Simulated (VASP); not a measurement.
Input of a VASP 6.6.1 run:

File POSCAR:

```
BN
1.0
    0.0000000000      1.8770184836      1.8770184836
    1.8770184836      0.0000000000      1.8770184836
    1.8770184836      1.8770184836      0.0000000000
B N
1 1
Direct
    0.0000000000      0.0000000000      0.0000000000
    0.2500000000      0.2500000000      0.2500000000
```

INCAR.step1

```
SYSTEM = BN
PREC = Accurate
ENCUT = 520
ISMEAR = 0
SIGMA = 0.01
LREAL = .FALSE.
LASPH = .TRUE.
NELM = 80
NBANDS = 11
GGA = PE
ALGO = Normal
EDIFF = 1E-4
LWAVE = .TRUE.
LCHARG = .FALSE.
```

INCAR.step2

```
SYSTEM = BN
PREC = Accurate
ENCUT = 520
EDIFF = 1E-7
ISMEAR = 0
SIGMA = 0.01
LREAL = .FALSE.
LASPH = .TRUE.
NELM = 80
ALGO = Normal
ISIF = 2
LWAVE = .FALSE.
LCHARG = .FALSE.
METAGGA = R2SCAN
LMIXTAU = .TRUE.
NBANDS = 11
ISTART = 1
```

Contents of KPOINTS:

```
regular mesh
0
G
  12 12 12
  0 0 0
```

Potentials or basis: VASP PAW PBE potentials, release 64 (B, N).

Command:

```console
$ cat potpaw_PBE.64/B/POTCAR potpaw_PBE.64/N/POTCAR > POTCAR
$ cp INCAR.step1 INCAR
$ mpirun -np 1 vasp_std > vasp.out
$ cp INCAR.step2 INCAR
$ mpirun -np 1 vasp_std > vasp.out
```

Task: Estimate the pressure.

Result: -36.4 GPa.

Task: What does it give for the band gap on the k mesh?

Result: 4.83 eV (least direct gap 8.97 eV).

Caveat: the cell differs from its parent crystal (strain +4.0%); the cell stands under tension; the PAW data sets were made with another functional, which shifts forces and pressure a little. A k mesh can miss the band edges.
